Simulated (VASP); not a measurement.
A run of VASP 6.6.1 is set up as follows.

The input INCAR:

```
SYSTEM = CaO
ALGO = Normal
EDIFF = 1E-8
ENCUT = 520
GGA = CA
IBRION = 8
ISIF = 2
ISMEAR = 0
LASPH = .TRUE.
LCHARG = .FALSE.
LEPSILON = .TRUE.
LREAL = .FALSE.
LWAVE = .FALSE.
NELM = 100
NSW = 1
PREC = Accurate
SIGMA = 0.01
```

Contents of KPOINTS:

```
k-points
0
G
  8 8 8
  0 0 0
```

The input POSCAR:

```
CaO
1.0
    0.0000000000      2.3600987978      2.3600987978
    2.3600987978      0.0000000000      2.3600987978
    2.3600987978      2.3600987978      0.0000000000
Ca O
1 1
Direct
    0.0000000000      0.0000000000      0.0000000000
    0.5000000000      0.5000000000      0.5000000000
```

Potentials or basis: VASP PAW LDA potentials, release 64 (Ca_sv, O).

Launch:

```sh
$ cat potpaw_LDA.64/Ca_sv/POTCAR potpaw_LDA.64/O/POTCAR > POTCAR
$ mpirun -np 1 vasp_std > vasp.out
```

Problem. Estimate the electronic dielectric tensor (diagonal).

Solution. 3.88.

Problem. What does it give for the Born charges (mean of the diagonal)?

Solution. Ca +2.37; O -2.37 e.

Problem. Predict the highest phonon frequency at Γ, LO-TO splitting left out.

Solution. 293 cm⁻¹.

Phonon frequencies in cm⁻¹ (negative: imaginary):
```csv
q point,frequencies
"(0.000, 0.000, 0.000)",0 0 0 293 293 293
```
